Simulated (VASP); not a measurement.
# MgI2 (R3m) in VASP: further runs

MgI2 is run at these levels: PBE, r2SCAN; tasks: single point.

Everything below comes from runs of VASP 6.6.1. Logs are shortened: lines on timing, memory, paths and dates and some standing lists are left out, and cuts for length are marked.

**1. The cell of the first run**

It takes space group R3m (No. 160, trigonal). The conventional cell has a = 4.055 Å, b = 4.055 Å, c = 21.766 Å, α = 90.00°, β = 90.00°, γ = 120.00°. Mg (site symmetry 3m) has 6 I at 2.98 Å within 3.9 Å. Within 3.9 Å of I (site symmetry 3m) lie 3 Mg at 2.98 Å and 1 I at 3.68 Å. I (site symmetry 3m) has 3 Mg at 2.98 Å and 1 I at 3.68 Å within 3.9 Å.

**2. Single point, PBE**

File INCAR:

```
SYSTEM = MgI2
PREC = Accurate
ENCUT = 520
EDIFF = 1E-7
ISMEAR = 0
SIGMA = 0.01
LREAL = .False.
LASPH = .True.
NELM = 100
ALGO = Normal
ISIF = 2
LWAVE = .False.
LCHARG = .False.
GGA = PE
NBANDS = 15
```

File KPOINTS:

```
regular mesh
0
Gamma
  8 8 8
  0 0 0
```

File POSCAR:

```
MgI2
1.0
    2.0274773920      1.1705646181      7.2554234070
   -2.0274773920      1.1705646181      7.2554234070
    0.0000000000     -2.3411292361      7.2554234070
Mg I
1 2
Direct
   -0.0000100377     -0.0000100377     -0.0000100377
    0.4179194846      0.4179194846      0.4179194846
    0.2487572197      0.2487572197      0.2487572197
```

Potentials or basis: VASP PAW PBE potentials, release 64 (Mg, I).

On the command line:

```
$ cat potpaw_PBE.64/Mg/POTCAR potpaw_PBE.64/I/POTCAR > POTCAR
$ mpirun -np 1 vasp_std > vasp.out
```

OUTCAR:

```text
SYSTEM = MgI2
   PREC = Accurate
   ENCUT = 520
   EDIFF = 1E-7
   ISMEAR = 0
   LREAL = .False.
   LASPH = .True.
   NELM = 100
   ISIF = 2
   GGA = PE

 ion  position               nearest neighbor table
   1  1.000  1.000  1.000-   3 2.98   3 2.98   3 2.98   2 2.98   2 2.98   2 2.98
   2  0.418  0.418  0.418-   1 2.98   1 2.98   1 2.98
   3  0.249  0.249  0.249-   1 2.98   1 2.98   1 2.98

  LATTYP: Found a trigonal (rhomboedric) cell.
 ALAT       =     7.6237821923
 COS(alpha) =     0.8585506111

  Lattice vectors:

 A1 = (   2.0274773920,   1.1705646181,   7.2554234070)
 A2 = (  -2.0274773920,   1.1705646181,   7.2554234070)
 A3 = (   0.0000000000,  -2.3411292361,   7.2554234070)

Analysis of symmetry for initial positions (statically):
=====================================================================
 Subroutine PRICEL returns:
 Original cell was already a primitive cell.

 Routine SETGRP: Setting up the symmetry group for a
 trigonal (rhombohedral) supercell.

 Subroutine GETGRP returns: Found  6 space group operations
 (whereof  6 operations were pure point group operations)
 out of a pool of 12 trial point group operations.

The static configuration has the point symmetry C_3v.

Analysis of symmetry for dynamics (positions and initial velocities):
=====================================================================
 Subroutine PRICEL returns:
 Original cell was already a primitive cell.

 Routine SETGRP: Setting up the symmetry group for a
 trigonal (rhombohedral) supercell.

 Subroutine GETGRP returns: Found  6 space group operations
 (whereof  6 operations were pure point group operations)
 out of a pool of 12 trial point group operations.

The dynamic configuration has the point symmetry C_3v.

 Subroutine INISYM returns: Found  6 space group operations
 (whereof  6 operations are pure point group operations),
 and found     1 'primitive' translations

----------------------------------------------------------------------------------------

                                     Primitive cell

  volume of cell :     103.3155

  direct lattice vectors                    reciprocal lattice vectors
     2.027477392  1.170564618  7.255423407     0.246611874  0.142381432  0.045942644
    -2.027477392  1.170564618  7.255423407    -0.246611874  0.142381432  0.045942644
     0.000000000 -2.341129236  7.255423407     0.000000000 -0.284762864  0.045942644

  length of vectors
     7.623782192  7.623782192  7.623782192     0.288445169  0.288445169  0.288445169

  position of ions in fractional coordinates (direct lattice)
     0.999989962  0.999989962  0.999989962
     0.417919485  0.417919485  0.417919485
     0.248757220  0.248757220  0.248757220

  ion indices of the primitive-cell ions
   primitive index   ion index
                 1           1
                 2           2
                 3           3

----------------------------------------------------------------------------------------

 KPOINTS: regular mesh

Automatic generation of k-mesh.
 Grid dimensions read from file:
 generate k-points for:    8    8    8

 Generating k-lattice:

  Cartesian coordinates                     Fractional coordinates (reciprocal lattice)
     0.030826484  0.017797679  0.005742830     0.125000000  0.000000000  0.000000000
    -0.030826484  0.017797679  0.005742830     0.000000000  0.125000000  0.000000000
     0.000000000 -0.035595358  0.005742830     0.000000000  0.000000000  0.125000000

  Length of vectors
     0.036055646  0.036055646  0.036055646

  Shift w.r.t. Gamma in fractional coordinates (k-lattice)
     0.000000000  0.000000000  0.000000000

 Subroutine IBZKPT returns following result:
 ===========================================

 Found     65 irreducible k-points:

 Following reciprocal coordinates:
            Coordinates               Weight
  0.000000  0.000000  0.000000      1.000000
  0.125000  0.000000 -0.000000      6.000000
  0.250000  0.000000 -0.000000      6.000000
  0.375000  0.000000  0.000000      6.000000
  0.500000  0.000000 -0.000000      3.000000
  0.125000  0.125000 -0.000000      6.000000
[... 16 lines left out ...]
  0.250000  0.125000  0.125000      6.000000
  0.375000  0.125000  0.125000      6.000000
 [... further k-points ...]
   k-points           NKPTS =     65   k-points in BZ     NKDIM =     65   number of bands    NBANDS=     15
   number of dos      NEDOS =    301   number of ions     NIONS =      3
   total plane-waves  NPLWV = 216000
   dimension x,y,z NGX =    60 NGY =   60 NGZ =   60
   dimension x,y,z NGXF=   120 NGYF=  120 NGZF=  120
   ions per type =               1   2
   NGX,Y,Z   is equivalent  to a cutoff of  13.08, 13.08, 13.08 a.u.
   NGXF,Y,Z  is equivalent  to a cutoff of  26.17, 26.17, 26.17 a.u.
 SYSTEM =  MgI2
   PREC   = accura    normal or accurate (medium, high low for compatibility)
   ISTART =      0    job   : 0-new  1-cont  2-samecut
   ICHARG =      2    charge: 1-file 2-atom 10-const
   ISPIN  =      1    spin polarized calculation?
   LNONCOLLINEAR =      F non collinear calculations
   LSORBIT =      F    spin-orbit coupling
   LASPH  =      T    aspherical Exc in radial PAW
   ENCUT  =  520.0 eV  38.22 Ry    6.18 a.u.  14.18 14.18 14.18*2*pi/ulx,y,z
   NELM   =    100;   NELMIN=  2; NELMDL= -5     # of ELM steps
   EDIFF  = 0.1E-06   stopping-criterion for ELM
   LREAL  =      F    real-space projection
   EDIFFG = 0.1E-05   stopping-criterion for IOM
   NSW    =      0    number of steps for IOM
   IBRION =     -1    ionic relax: 0-MD 1-quasi-New 2-CG
   NFREE  =      0    steps in history (QN), initial steepest desc. (CG)
   ISIF   =      2    stress and relaxation
   ISYM   =      2    0-nonsym 1-usesym 2-fastsym
   POTIM  = 0.5000    time-step for ionic-motion
   TEBEG  =    0.0;   TEEND  =   0.0 temperature during run
   PSTRESS=    0.0 pullay stress
   NELECT =      16.0000    total number of electrons
   NUPDOWN=      -1.0000    fix difference up-down
   EMIN   =  10.00;   EMAX   =-10.00  energy-range for DOS
   EFERMI =   0.00;   METHOD = LEGACY
   ISMEAR =     0;   SIGMA  =   0.01  broadening in eV -4-tet -1-fermi 0-gaus
   EFERMI_NEDOS =   21; number of points for ismear=-14 and -15
   IALGO  =     38    algorithm
   IMIX   =      4    mixing-type and parameters
     AMIX     =   0.40;   BMIX     =  1.00
     AMIX_MAG =   1.60;   BMIX_MAG =  1.00
  volume/ion in A,a.u.               =      34.44       232.40
  Fermi-wavevector in a.u.,A,eV,Ry     =   0.879143  1.661340 10.515848  0.772893
  Thomas-Fermi vector in A             =   1.999327
   LORBIT       =      0    0 simple, 1 ext, 2 COOP (PROOUT), +10 PAW based schemes
   GGA     = PE    functional components
   LHFCALC =     F    Hartree Fock is set to
   AEXX    =    0.0000 exact exchange contribution
   IVDW    =     0    specifies the selected vdW correction
   LEPSILON=     F    determine dielectric tensor
   LRPA    =     F    only Hartree local field effects (RPA)
 non-spin polarized calculation
 Gauss-broadening in eV      SIGMA  =   0.01
  energy-cutoff  :      520.00
  volume of cell :      103.32
 maximum number of plane-waves:      2808
 NGX is ok and might be reduce to    60
   NGX = 29   NGY = 29   NGZ = 29

 number of electron      15.9999999 magnetization

 Free energy of the ion-electron system (eV)
  ---------------------------------------------------
  ext. energy  EPLUGINS =         0.00000000
  ---------------------------------------------------
  free energy    TOTEN  =        -7.22551102 eV

  energy without entropy =       -7.22551102  energy(sigma->0) =       -7.22551102

 E-fermi :   2.7601     XC(G=0):  -8.2071

 val. band max:        2.6545244411   @ k =   0.5000   0.5000   0.5000
 cond. band min:       5.4044045265   @ k =   0.5000   0.0000  -0.0000
 fundamental gap:      2.7498800855
 Fermi energy:         2.7601073123

 k-point     1 :       0.0000    0.0000    0.0000
  band No.  band energies     occupation
      1      -9.7312      2.00000
      2      -9.0825      2.00000
      3      -1.4833      2.00000
      4       2.1875      2.00000
      5       2.1875      2.00000
      6       2.1900      2.00000
      7       2.5420      2.00000
      8       2.5420      2.00000
      9       5.4118      0.00000
     10       8.1716      0.00000
     11       9.0151      0.00000
     12       9.1694      0.00000
     13       9.1694      0.00000
     14      11.0430      0.00000
     15      11.0430      0.00000

 k-point     2 :       0.1250    0.0000   -0.0000
  band No.  band energies     occupation
      1      -9.6480      2.00000
      2      -9.0203      2.00000
      3      -1.3509      2.00000
      4       1.3932      2.00000
      5       1.8419      2.00000
      6       2.0523      2.00000
      7       2.3633      2.00000
      8       2.4113      2.00000
      9       6.0186      0.00000
     10       8.3991      0.00000
     11       8.7150      0.00000
     12       9.3471      0.00000
     13       9.4268      0.00000
     14      10.0189      0.00000
     15      10.6554      0.00000

 k-point     3 :       0.2500    0.0000   -0.0000
  band No.  band energies     occupation
      1      -9.4317      2.00000
      2      -8.8624      2.00000
      3      -1.0108      2.00000
      4       0.1159      2.00000
      5       0.8464      2.00000
      6       1.7628      2.00000
      7       2.1218      2.00000
      8       2.3478      2.00000
      9       6.3651      0.00000
     10       7.2948      0.00000
     11       8.6938      0.00000
     12       9.0874      0.00000
     13       9.7558      0.00000
     14      10.7836      0.00000
     15      11.0941      0.00000
[... 343 lines left out ...]
 k-point    23 :       0.2500    0.1250    0.1250
  band No.  band energies     occupation
      1      -9.6223      2.00000
      2      -9.0554      2.00000
      3      -1.2277      2.00000
      4       1.3220      2.00000
      5       1.8696      2.00000
      6       2.0527      2.00000
      7       2.1433      2.00000
      8       2.4107      2.00000
      9       6.1602      0.00000
     10       8.3995      0.00000
     11       8.6472      0.00000
     12       9.3894      0.00000
     13       9.5606      0.00000
     14       9.9463      0.00000
     15      10.6125      0.00000

 k-point    24 :       0.3750    0.1250    0.1250
  band No.  band energies     occupation
      1      -9.4022      2.00000
      2      -8.9014      2.00000
      3      -0.9153      2.00000
      4       0.1436      2.00000
      5       0.9252      2.00000
      6       1.7620      2.00000
      7       2.0266      2.00000
      8       2.1226      2.00000
      9       6.2755      0.00000
     10       7.3276      0.00000
     11       8.6092      0.00000
     12       9.5572      0.00000
     13       9.7379      0.00000
     14      10.6541      0.00000
     15      11.2094      0.00000

 [... further k-points ...]

------------------------ aborting loop because EDIFF is reached ----------------------------------------

  FORCE on cell =-STRESS in cart. coord.  units (eV):
  Direction    XX          YY          ZZ          XY          YZ          ZX
  --------------------------------------------------------------------------------------
  -------------------------------------------------------------------------------------
  Total        0.6184405      0.6184405      0.7362121      0.0000000      0.0000000      0.0000000
  in kB        9.5905406      9.5905406     11.4168980      0.0000000      0.0000000      0.0000000
  external PRESSURE =      10.1993264 kB  Pullay stress =       0.0000000 kB

 VOLUME and BASIS-vectors are now :
 -----------------------------------------------------------------------------
  energy-cutoff  :      520.00
  volume of cell :      103.32
      direct lattice vectors                 reciprocal lattice vectors
     2.027477392  1.170564618  7.255423407     0.246611874  0.142381432  0.045942644
    -2.027477392  1.170564618  7.255423407    -0.246611874  0.142381432  0.045942644
     0.000000000 -2.341129236  7.255423407     0.000000000 -0.284762864  0.045942644

 POSITION                                       TOTAL-FORCE (eV/Angst)
 -----------------------------------------------------------------------------------
      0.00000      0.00000     21.76605         0.000000     -0.000000     -0.000425
      0.00000      0.00000      9.09655         0.000000     -0.000000     -0.010209
      0.00000      0.00000      5.41452         0.000000      0.000000      0.010634
 -----------------------------------------------------------------------------------
    total drift:                                0.000000     -0.000000     -0.000420

  FREE ENERGIE OF THE ION-ELECTRON SYSTEM (eV)
  ---------------------------------------------------
  free  energy   TOTEN  =        -7.2255110199 eV

  energy  without entropy=       -7.2255110199  energy(sigma->0) =       -7.22551102
```

Run time: 2.7 min. Hardware: 1 thread of Intel Xeon 6975P-C (Granite Rapids), shared host; peak memory 0.51 GiB.

What came out:

```
Free energy            : -7.2255 eV
Pressure               : 1.0 GPa
Largest force          : 0.011 eV/Å
Band gap on the k mesh : 2.75 eV, indirect (least direct gap 2.87 eV)
```

Forces in eV/Å, atoms in the order of the input:
```
Mg   0.000  0.000  0.000
I    0.000  0.000 -0.010
I    0.000  0.000  0.011
```

Levels at points of the mesh, in eV from the valence-band top:
```
           k point  band 4  band 5  band 6  band 7  band 8  band 9  band 10  band 11  band 12  band 13
(0.00, 0.00, 0.00)   -0.47   -0.47   -0.46   -0.11   -0.11    2.76     5.52     6.36     6.51     6.51
(0.50, 0.00, 0.00)   -3.13   -2.66   -1.24   -0.89   -0.38    2.75     3.59     5.36     6.96     7.06
(0.50, 0.50, 0.00)   -3.19   -2.47   -1.41   -0.83   -0.67    3.15     3.73     5.42     6.43     6.47
(0.50, 0.50, 0.50)   -1.89   -0.56   -0.56    0.00    0.00    3.56     5.22     6.46     6.46     6.79
```

Caveat: spin-orbit coupling is left out, which moves the levels of the heavy elements. A k mesh can miss the band edges.

**3. Single point, r2SCAN**

POSCAR is that of step 2.

File INCAR.step1:

```
SYSTEM = MgI2
PREC = Accurate
ENCUT = 520
ISMEAR = 0
SIGMA = 0.01
LREAL = .FALSE.
LASPH = .TRUE.
NELM = 100
NBANDS = 15
GGA = PE
ALGO = Normal
EDIFF = 1E-4
LWAVE = .TRUE.
LCHARG = .FALSE.
```

File INCAR.step2:

```
SYSTEM = MgI2
PREC = Accurate
ENCUT = 520
EDIFF = 1E-6
ISMEAR = 0
SIGMA = 0.01
LREAL = .FALSE.
LASPH = .TRUE.
NELM = 100
ALGO = Normal
ISIF = 2
LWAVE = .FALSE.
LCHARG = .FALSE.
METAGGA = R2SCAN
LMIXTAU = .TRUE.
NBANDS = 15
ISTART = 1
```

File KPOINTS:

```
regular mesh
0
G
  8 8 8
  0 0 0
```

Potentials or basis: VASP PAW PBE potentials, release 64 (Mg, I).

On the command line:

```
$ cat potpaw_PBE.64/Mg/POTCAR potpaw_PBE.64/I/POTCAR > POTCAR
$ cp INCAR.step1 INCAR
$ mpirun -np 1 vasp_std > vasp.out
$ cp INCAR.step2 INCAR
$ mpirun -np 1 vasp_std > vasp.out
```

OUTCAR:

```text
SYSTEM = MgI2
   PREC = Accurate
   ENCUT = 520
   EDIFF = 1E-6
   ISMEAR = 0
   LREAL = .FALSE.
   LASPH = .TRUE.
   NELM = 100
   ISIF = 2
   METAGGA = R2SCAN
   ISTART = 1

 ion  position               nearest neighbor table
   1  1.000  1.000  1.000-   3 2.98   3 2.98   3 2.98   2 2.98   2 2.98   2 2.98
   2  0.418  0.418  0.418-   1 2.98   1 2.98   1 2.98
   3  0.249  0.249  0.249-   1 2.98   1 2.98   1 2.98

  LATTYP: Found a trigonal (rhomboedric) cell.
 ALAT       =     7.6237821923
 COS(alpha) =     0.8585506111

  Lattice vectors:

 A1 = (   2.0274773920,   1.1705646181,   7.2554234070)
 A2 = (  -2.0274773920,   1.1705646181,   7.2554234070)
 A3 = (   0.0000000000,  -2.3411292361,   7.2554234070)

Analysis of symmetry for initial positions (statically):
=====================================================================
 Subroutine PRICEL returns:
 Original cell was already a primitive cell.

 Routine SETGRP: Setting up the symmetry group for a
 trigonal (rhombohedral) supercell.

 Subroutine GETGRP returns: Found  6 space group operations
[... 183 lines left out ...]
      7       2.2685      2.00000
      8       2.2685      2.00000
      9       5.8493      0.00000
     10       8.6474      0.00000
     11       9.3395      0.00000
     12       9.4852      0.00000
     13       9.4852      0.00000
     14      11.3483      0.00000
[... 401 lines left out ...]
      2      -9.5055      2.00000
      3      -1.2058      2.00000
      4      -0.1651      2.00000
      5       0.6344      2.00000
      6       1.4593      2.00000
      7       1.7513      2.00000
      8       1.8367      2.00000
      9       6.6102      0.00000
     10       7.5929      0.00000
     11       8.9374      0.00000
     12       9.9050      0.00000
     13      10.0862      0.00000
     14      11.0526      0.00000
     15      11.6838      0.00000

 [... further k-points ...]

------------------------ aborting loop because EDIFF is reached ----------------------------------------

  FORCE on cell =-STRESS in cart. coord.  units (eV):
  Direction    XX          YY          ZZ          XY          YZ          ZX
  --------------------------------------------------------------------------------------
  -------------------------------------------------------------------------------------
  Total        0.3403688      0.3403688      0.3236241      0.0000000      0.0000000      0.0000000
  in kB        5.2783093      5.2783093      5.0186389      0.0000000      0.0000000      0.0000000
  external PRESSURE =       5.1917525 kB  Pullay stress =       0.0000000 kB

 VOLUME and BASIS-vectors are now :
 -----------------------------------------------------------------------------
  energy-cutoff  :      520.00
  volume of cell :      103.32
      direct lattice vectors                 reciprocal lattice vectors
     2.027477392  1.170564618  7.255423407     0.246611874  0.142381432  0.045942644
    -2.027477392  1.170564618  7.255423407    -0.246611874  0.142381432  0.045942644
     0.000000000 -2.341129236  7.255423407     0.000000000 -0.284762864  0.045942644

 POSITION                                       TOTAL-FORCE (eV/Angst)
 -----------------------------------------------------------------------------------
      0.00000      0.00000     21.76605         0.000000     -0.000000     -0.000260
      0.00000      0.00000      9.09655         0.000000     -0.000000     -0.049547
      0.00000      0.00000      5.41452         0.000000      0.000000      0.049807
 -----------------------------------------------------------------------------------
    total drift:                               -0.000000     -0.000000     -0.000463

  FREE ENERGIE OF THE ION-ELECTRON SYSTEM (eV)
  ---------------------------------------------------
  free  energy   TOTEN  =       -56.3914885655 eV

  energy  without entropy=      -56.3914885655  energy(sigma->0) =      -56.39148857
```

OUTCAR.step1:

```text
SYSTEM = MgI2
   PREC = Accurate
   ENCUT = 520
   ISMEAR = 0
   LREAL = .FALSE.
   LASPH = .TRUE.
   NELM = 100
[... 657 lines left out ...]
      0.00000      0.00000     21.76605         0.000000     -0.000000     -0.000358
      0.00000      0.00000      9.09655         0.000000     -0.000000     -0.008274
      0.00000      0.00000      5.41452         0.000000      0.000000      0.008632
 -----------------------------------------------------------------------------------
    total drift:                                0.000000     -0.000000     -0.000411

  FREE ENERGIE OF THE ION-ELECTRON SYSTEM (eV)
  ---------------------------------------------------
  free  energy   TOTEN  =        -7.2254815423 eV

  energy  without entropy=       -7.2254815423  energy(sigma->0) =       -7.22548154
```

It took 9.7 min on 1 thread of Intel Xeon 6975P-C (Granite Rapids), shared host; peak memory 0.58 GiB.

Results:

```yaml
Free_energy: -56.3915 eV
Pressure: 0.5 GPa
Largest_force: 0.050 eV/Å
Band_gap_on_the_k_mesh: 3.26 eV, indirect (least direct gap 3.58 eV)
```

Forces on the atoms (eV/Å):
```
Mg   0.000  0.000  0.000
I    0.000  0.000 -0.050
I    0.000  0.000  0.050
```

Caveat: the PAW data sets were made with another functional, which shifts forces and pressure a little; spin-orbit coupling is left out, which moves the levels of the heavy elements. r2SCAN opens gaps a little over a GGA but as a rule still falls short of measured ones.
